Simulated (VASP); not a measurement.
A run of VASP 6.6.1 is set up as follows.

Contents of INCAR:

```
  PREC = Accurate
  ENCUT = 520
  EDIFF = 1E-6
  ISMEAR = -1
  SIGMA = 0.02
  LREAL = False
  LASPH = True
  NELM = 100
  ALGO = Normal
  ISIF = 2
  LWAVE = False
  LCHARG = True
  GGA = CA
  LELF = True
  LVHAR = True
  NBANDS = 27
```

File KPOINTS:

```
Automatic mesh
0
Gamma
  6 6 6
```

The input POSCAR:

```
KTaO3
1.0
    3.9520040994      0.0000000000      0.0000000000
    0.0000000000      3.9520040994      0.0000000000
    0.0000000000      0.0000000000      3.9520040994
K Ta O
1 1 3
Direct
    0.0000000000      0.0000000000      0.0000000000
    0.5000000000      0.5000000000      0.5000000000
    0.5000000000      0.5000000000      0.0000000000
    0.5000000000      0.0000000000      0.5000000000
    0.0000000000      0.5000000000      0.5000000000
```

Potentials or basis: VASP PAW LDA potentials, release 64 (K_sv, Ta_pv, O).

Run with:

```bash
$ cat potpaw_LDA.64/K_sv/POTCAR potpaw_LDA.64/Ta_pv/POTCAR potpaw_LDA.64/O/POTCAR > POTCAR
$ mpirun -np 1 vasp_std > vasp.out
```

Question: Estimate the pressure.

Answer: 1.4 GPa.

Question: Estimate the band gap on the k mesh.

Answer: 2.07 eV, indirect (least direct gap 2.69 eV).

Caveat: spin-orbit coupling is left out, which moves the levels of the heavy elements. A k mesh can miss the band edges.
